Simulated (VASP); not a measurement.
Runs of VASP 6.6.1 on AlNi. The structure is that of space group P4/mmm (No. 123), or close to it. The cells are those of the table. 

```tsv
cell	gap on the mesh (eV)	pressure (GPa)
a = 2.642, b = 2.642, c = 3.099 Å, angles 90.0, 90.0, 90.4°, 2 atoms	none	(a)
a = 2.835, b = 2.835, c = 3.099 Å, angles 90.0, 90.0, 90.4°, 2 atoms	none	-9.0
a = 2.780, b = 2.780, c = 3.099 Å, angles 90.0, 90.0, 90.4°, 2 atoms	none	(b)
a = 2.669, b = 2.669, c = 3.099 Å, angles 90.0, 90.0, 90.4°, 2 atoms	none	13.1
a = 2.697, b = 2.697, c = 3.099 Å, angles 90.0, 90.0, 90.4°, 2 atoms	none	8.5
```

Alike in all rows: task single point; level r2SCAN; potentials or basis VASP PAW PBE potentials, release 64 (Al, Ni); no spin polarisation; k mesh 18 × 18 × 16; cutoff (eV) 520; smearing gaussian 0.15 eV.

Problem. Fill in the values left out.

Solution. (a) 18.1; (b) -3.0.

Caveats: the PAW data sets were made with another functional, which shifts forces and pressure a little; the stress differs along the axes, from 11 to 23 GPa (at least some runs); the stress differs along the axes, from -12 to -7 GPa (at least some runs); the stress differs along the axes, from -7 to -0 GPa (at least some runs); the stress differs along the axes, from 6 to 17 GPa (at least some runs); the stress differs along the axes, from 3 to 12 GPa (at least some runs).

A gap of «none» marks levels without a gap at the run's occupations.
